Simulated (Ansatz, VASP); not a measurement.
**One calculation of BeTe6, two programs**

```xyz
7
Lattice="7.4586 0.0000 0.0000 0.0000 7.4586 0.0000 0.0000 0.0000 4.6754" Properties=species:S:1:pos:R:3 pbc="T T T"
Be    3.7293    3.7293    0.0000
Te    5.0985    5.0985    3.1618
Te    2.3601    2.3601    3.1618
Te    5.0985    2.3601    1.5136
Te    2.3601    5.0985    1.5136
Te    3.7293    0.0000    0.0000
Te    0.0000    3.7293    0.0000
```

Alike in both runs: functional PBE; k mesh 3 × 3 × 4; occupations gaussian, width 0.2 eV; no spin polarisation.

Ansatz relaxed the structure, and its values are those at the end. VASP's run is a single point on that final structure, the one shown.

|  | VASP | Ansatz |
| --- | --- | --- |
| version | VASP 6.6.1 | Ansatz 0.2.0 |
| potentials or method | VASP PAW PBE potentials, release 64 (Be, Te), cutoff 520 eV | scalar-relativistic, plane waves, PAW |
| valence electrons in the cell | 38 | 98 |

Ansatz gave:

- gap on the k mesh at the Fermi level (eV): none
- pressure (GPa): 0.0
- rms of the force components (eV/Å): 0.034

Task: What did VASP give for the same quantities?

Result: gap on the k mesh at the Fermi level (eV): none; pressure (GPa): 0.0; rms of the force components (eV/Å): 0.039.

A gap of «none» marks a metal or a gap that the smearing closes. VASP's potentials hold 38 valence electrons a cell and Ansatz's 98, so a difference there can come from the potentials and not from the codes.

Neither program's run includes spin-orbit coupling.
